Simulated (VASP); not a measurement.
SiO2: single point with LDA

The system is SiO2.

```
Si O
1.0
     4.05540    0.00000    0.00000
     0.00000    4.05540    0.00000
     0.00000    0.00000    2.59740
Si O
2 4
Direct
  0.50000 0.50000 0.50000
  0.00000 0.00000 0.00000
  0.69443 0.69443 0.00000
  0.19443 0.80557 0.50000
  0.30557 0.30557 0.00000
  0.80557 0.19443 0.50000
```

| Quantity | Value |
| --- | --- |
| Program | VASP 6.6.1 |
| Task | single point |
| Functional | LDA |
| Potentials or basis | VASP PAW LDA potentials, release 64 (Si, O) |
| Cutoff | 520 eV |
| k mesh | 6 × 6 × 8 |
| Occupations | gaussian, width 0.05 eV |
| Spin | no spin polarisation |
| Dipole correction | no |
| Further INCAR settings | ALGO = Normal; EDIFF = 1e-06; NBANDS = 25 |

The pressure is 30.0 GPa. The largest force is 0.559 eV/Å. The band gap on the k mesh is 6.67 eV, direct.

Forces in eV/Å, atoms in the order of the input:
```
Si   0.000  0.000  0.000
Si   0.000  0.000  0.000
O    0.395  0.395  0.000
O    0.395 -0.395  0.000
O   -0.395 -0.395  0.000
O   -0.395  0.395  0.000
```

Stress tensor (GPa, compression positive):
```
27.74  0.00  0.00
 0.00 27.74  0.00
 0.00  0.00 34.44
```

Levels at points of the mesh, in eV from the valence-band top:
```tsv
k point	band 14	band 15	band 16	band 17	band 18	band 19
(0.00, 0.00, 0.00)	-0.95	-0.95	0.00	6.67	7.20	9.00
(0.50, 0.00, 0.00)	-2.92	-1.17	-1.17	8.59	8.59	9.60
(0.50, 0.50, 0.00)	-2.93	-2.61	-2.61	8.24	8.24	10.64
(0.00, 0.00, 0.50)	-3.62	-3.04	-3.04	10.06	10.06	13.25
(0.50, 0.00, 0.50)	-2.53	-2.02	-2.02	9.43	9.43	10.71
(0.50, 0.50, 0.50)	-1.94	-1.77	-1.77	8.12	8.12	11.39
```

Run time: 16 s on 1 thread of Intel(R) Xeon(R) 6975P-C (Granite Rapids) (shared host), peak memory 0.15 GiB.

A k mesh can miss the band edges.
